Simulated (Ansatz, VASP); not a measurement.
One calculation of Cu, two programs

The input INCAR:

```
  PREC = Accurate
  ENCUT = 520
  EDIFF = 1E-7
  ISMEAR = 0
  SIGMA = 0.15
  LREAL = False
  LASPH = True
  NELM = 60
  ALGO = Fast
  ISIF = 2
  LWAVE = False
  LCHARG = False
  GGA = CA
  NBANDS = 18
```

The input KPOINTS:

```
regular mesh
0
Gamma
  18 18 14
```

Contents of POSCAR:

```
Cu
1.0
    0.0000000000     -1.8075000000     -1.8075000000
    0.0000000000      1.8075000000     -1.8075000000
    3.6150000000      0.0000000000      0.0000000000
Cu
2
Direct
    0.5000000000      0.5000000000      0.5622406639
    0.0000000000      0.0000000000     -0.0622406639
```

Input for Ansatz:

```yaml
crystal:
  lattice:
    - [0.0, -1.8075, -1.8075]
    - [0.0, 1.8075, -1.8075]
    - [3.615, 0.0, 0.0]
  atoms:
    - { symbol: Cu, position: [0.5, 0.5, 0.5622406639] }
    - { symbol: Cu, position: [0.0, 0.0, -0.0622406639] }
basis:
  ecutwfc: 420
kpoints:
  mp_grid: { grid: [18, 18, 14] }
hamiltonian:
  xc: lda
scf:
  occupations: { method: gaussian, width: 0.15 }
output:
  forces: true
  stress: true
  eigenvalues: true
```

Change from the starting cell: mode 6 (219.1 1/cm) frozen in, largest displacement +0.225 Å.

Alike in both runs: task single point; functional LDA; k mesh 18 × 18 × 14; occupations gaussian, width 0.15 eV; no spin polarisation.

```csv
,VASP,Ansatz
version,VASP 6.6.1,Ansatz 0.2.0
potentials or method,"VASP PAW LDA potentials, release 64 (Cu), cutoff 520 eV","scalar-relativistic, plane waves, PAW"
valence electrons in the cell,22,38
```

|  | VASP | Ansatz | Ansatz less VASP |
| --- | --- | --- | --- |
| gap on the k mesh at the Fermi level (eV) | none | none | - |
| pressure (GPa) | 7.0 | 6.2 | -0.88 |
| traceless stress, the component that is largest in VASP (GPa) | -2.33 | -2.25 | +0.083 |
| rms of the force components (eV/Å) | 1.745 | 1.730 | -0.0145 |

LDA's correlation is that of Perdew and Zunger in VASP and of Perdew and Wang (1992) in Ansatz. Atom by atom the forces differ by 0.015 eV/Å (rms over components). A gap of «none» marks a metal or a gap that the smearing closes. VASP's potentials hold 22 valence electrons a cell and Ansatz's 38, so a difference there can come from the potentials and not from the codes.
